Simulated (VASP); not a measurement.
# Rb in VASP: further runs, part 2 of 2

VASP 6.6.1.

## (3) Single point, PBE, collinear spin

This run uses another cell than the first one, of 109.21 Å³/atom.

Contents of INCAR:

```
SYSTEM = Rb
PREC     = Accurate       ! precision mode
ENCUT    = 500            ! plane-wave cutoff, eV
EDIFF    = 1E-6           ! SCF threshold, eV
ISMEAR   = 0              ! smearing method
SIGMA    = 0.1            ! smearing width, eV
LREAL    = .False.        ! projectors in reciprocal space
LASPH    = .True.         ! aspherical terms in the spheres
NELM     = 200            ! most SCF steps
ALGO     = Normal         ! electronic algorithm
ISIF     = 2              ! what is computed and relaxed
LWAVE    = .False.        ! write WAVECAR
LCHARG   = .False.        ! write CHGCAR
ISPIN    = 2              ! spin polarisation
MAGMOM   = 1              ! initial moments
LORBIT   = 11             ! projections on sites
GGA      = PE             ! functional
NBANDS   = 14             ! bands
GGA_COMPAT= .False.      
KPAR     = 4
```

Contents of KPOINTS:

```
Automatic mesh
0
Gamma
  10 10 8
  0 0 0
```

Contents of POSCAR:

```
Rb
1.0
   -3.1224204126      3.0689313435      2.8253654421
    3.1203449703     -3.1235482475      2.8822102503
    3.0912207674      3.0923486022     -2.8844556793
Rb
1
Direct
    0.0000000000      0.0000000000      0.0000000000
```

Potentials or basis: VASP PAW PBE potentials, release 64 (Rb_sv).

Command:

```sh
$ cat potpaw_PBE.64/Rb_sv/POTCAR > POTCAR
$ mpirun -np 4 vasp_std > vasp.out
```

OUTCAR:

```text
SYSTEM = Rb
   PREC = Accurate
   ENCUT = 500
   EDIFF = 1E-6
   ISMEAR = 0
   LREAL = .False.
   LASPH = .True.
   NELM = 200
   ISIF = 2
   ISPIN = 2
   LORBIT = 11
   GGA = PE

 ion  position               nearest neighbor table
   1  0.000  0.000  0.000-

  LATTYP: Found a triclinic cell.
 ALAT       =    14.9769896101
 B/A-ratio  =     0.3811071205
 C/A-ratio  =     0.4147458642
 COS(alpha) =     0.0006770169
 COS(beta)  =     0.2059439716
 COS(gamma) =     0.9568486399

  Lattice vectors:

 A1 = (  -3.0953716520,  -3.2015824102,  14.2996070641)
 A2 = (  -0.0020754423,  -0.0546169040,   5.7075756924)
 A3 = (  -6.2115657377,   0.0311996453,   0.0022454290)

Analysis of symmetry for initial positions (statically):
=====================================================================
 Subroutine PRICEL returns:
 Original cell was already a primitive cell.

 Routine SETGRP: Setting up the symmetry group for a
 triclinic supercell.

 Subroutine GETGRP returns: Found  2 space group operations
 (whereof  2 operations were pure point group operations)
 out of a pool of  2 trial point group operations.

The static configuration has the point symmetry S_2 .

Analysis of symmetry for dynamics (positions and initial velocities):
=====================================================================
 Subroutine PRICEL returns:
 Original cell was already a primitive cell.

 Routine SETGRP: Setting up the symmetry group for a
 triclinic supercell.

 Subroutine GETGRP returns: Found  2 space group operations
 (whereof  2 operations were pure point group operations)
 out of a pool of  2 trial point group operations.

The dynamic configuration has the point symmetry S_2 .

Analysis of structural, dynamic, and magnetic symmetry:
=====================================================================
 Subroutine PRICEL returns:
 Original cell was already a primitive cell.

 Routine SETGRP: Setting up the symmetry group for a
 triclinic supercell.

 Subroutine GETGRP returns: Found  2 space group operations
[... 157 lines left out ...]
 Fermi energy:        -0.3520836820

 spin component 1

 k-point     1 :       0.0000    0.0000    0.0000
  band No.  band energies     occupation
      1     -29.3727      1.00000
      2     -13.4276      1.00000
      3     -13.4270      1.00000
      4     -13.4263      1.00000
      5      -2.0972      1.00000
      6       2.9049      0.00000
      7       3.2612      0.00000
      8       3.3062      0.00000
      9       3.7102      0.00000
     10       4.2180      0.00000
     11       5.5980      0.00000
     12       5.6840      0.00000
     13       6.1136      0.00000
     14       7.4154      0.00000
[... 379 lines left out ...]
      3     -13.4339      1.00000
      4     -13.4281      1.00000
      5      -1.4423      1.00000
      6       1.8395      0.00000
      7       2.6121      0.00000
      8       3.4690      0.00000
      9       3.7889      0.00000
     10       4.2117      0.00000
     11       5.2189      0.00000
     12       5.9863      0.00000
     13       6.6540      0.00000
     14       6.8734      0.00000

 [... further k-points ...]

 spin component 2

 k-point     1 :       0.0000    0.0000    0.0000
  band No.  band energies     occupation
      1     -29.3727      1.00000
      2     -13.4276      1.00000
      3     -13.4270      1.00000
      4     -13.4263      1.00000
      5      -2.0974      1.00000
      6       2.9046      0.00000
      7       3.2609      0.00000
      8       3.3059      0.00000
      9       3.7102      0.00000
     10       4.2179      0.00000
     11       5.5979      0.00000
     12       5.6839      0.00000
     13       6.1133      0.00000
     14       7.4152      0.00000
[... 379 lines left out ...]
      3     -13.4340      1.00000
      4     -13.4281      1.00000
      5      -1.4425      1.00000
      6       1.8393      0.00000
      7       2.6119      0.00000
      8       3.4689      0.00000
      9       3.7886      0.00000
     10       4.2116      0.00000
     11       5.2188      0.00000
     12       5.9861      0.00000
     13       6.6539      0.00000
     14       6.8733      0.00000

 [... further k-points ...]
[... 5 lines left out ...]
  --------------------------------------------------------------------------------------
  -------------------------------------------------------------------------------------
  Total       -0.2462949     -0.2436164     -0.2413583      0.0057871      0.0067897     -0.0089711
  in kB       -3.6134607     -3.5741624     -3.5410334      0.0849044      0.0996134     -0.1316177
  external PRESSURE =      -3.5762189 kB  Pullay stress =       0.0000000 kB

 VOLUME and BASIS-vectors are now :
 -----------------------------------------------------------------------------
  energy-cutoff  :      500.00
  volume of cell :      109.21
      direct lattice vectors                 reciprocal lattice vectors
    -3.122420413  3.068931344  2.825365442     0.000887666  0.164003812  0.176775443
     3.120344970 -3.123548248  2.882210250     0.161065911  0.002496725  0.175288196
     3.091220767  3.092348602 -2.884455679     0.161810010  0.163138852  0.001619946

 POSITION                                       TOTAL-FORCE (eV/Angst)
 -----------------------------------------------------------------------------------
      0.00000      0.00000      0.00000         0.000000      0.000000      0.000000
 -----------------------------------------------------------------------------------
    total drift:                                0.000000      0.000000     -0.000000

  FREE ENERGIE OF THE ION-ELECTRON SYSTEM (eV)
  ---------------------------------------------------
  free  energy   TOTEN  =        -0.9140101549 eV

  energy  without entropy=       -0.9095278034  energy(sigma->0) =       -0.91176898

 total charge

# of ion       s       p       d       tot
------------------------------------------
    1        1.960   5.324   0.003   7.288

 magnetization (x)

# of ion       s       p       d       tot
------------------------------------------
    1       -0.000   0.000  -0.000  -0.000
```

OSZICAR:

```text
N       E                     dE             d eps       ncg     rms          rms(c)
DAV:   1     0.400258002421E+02    0.40026E+02   -0.31541E+03 22624   0.472E+02
DAV:   2     0.182916602544E+01   -0.38197E+02   -0.37121E+02 28844   0.990E+01
DAV:   3    -0.622116859499E+00   -0.24513E+01   -0.24405E+01 31610   0.232E+01
DAV:   4    -0.741858354231E+00   -0.11974E+00   -0.11951E+00 31244   0.415E+00
DAV:   5    -0.743030304696E+00   -0.11720E-02   -0.11718E-02 31936   0.414E-01    0.339E+00
DAV:   6    -0.891993253209E+00   -0.14896E+00   -0.13234E-01 25510   0.143E+00    0.971E-01
DAV:   7    -0.911662390917E+00   -0.19669E-01   -0.44868E-02 23980   0.796E-01    0.479E-01
DAV:   8    -0.913379903889E+00   -0.17175E-02   -0.52423E-03 28246   0.206E-01    0.261E-01
DAV:   9    -0.913774252998E+00   -0.39435E-03   -0.27020E-03 25054   0.144E-01    0.485E-02
DAV:  10    -0.913976709285E+00   -0.20246E-03   -0.54191E-04 24460   0.871E-02    0.213E-02
DAV:  11    -0.914007660107E+00   -0.30951E-04   -0.18744E-04 26500   0.508E-02    0.211E-02
DAV:  12    -0.914008537105E+00   -0.87700E-06   -0.16247E-05 26614   0.270E-02    0.445E-03
DAV:  13    -0.914009898518E+00   -0.13614E-05   -0.69993E-06 25420   0.947E-03    0.159E-03
DAV:  14    -0.914010154945E+00   -0.25643E-06   -0.15547E-06 27634   0.428E-03
   1 F= -.91401015E+00 E0= -.91176898E+00  d E =-.448235E-02  mag=     0.0000
```

stdout:

```text
POSCAR found type information on POSCAR Rb
 POSCAR found :  1 types and       1 ions
 scaLAPACK will be used
 LDA part: xc-table for (Slater+PW92), standard interpolation
 POSCAR, INCAR and KPOINTS ok, starting setup
 FFT: planning ... GRIDC
 FFT: planning ... GRID_SOFT
 FFT: planning ... GRID
 WAVECAR not read
 entering main loop
```

It took 3.5 min on 4 MPI ranks of Intel Xeon Platinum 8259CL at 2.50GHz (Skylake/Cascade Lake), shared host; peak memory 0.88 GiB.

Results:

| Property | Result |
| --- | --- |
| Free energy | -0.9140 eV |
| Pressure | -0.4 GPa |
| Net moment | 0.00 μB per cell |
| Valence electrons inside the program's atomic spheres | Rb 7.29 |
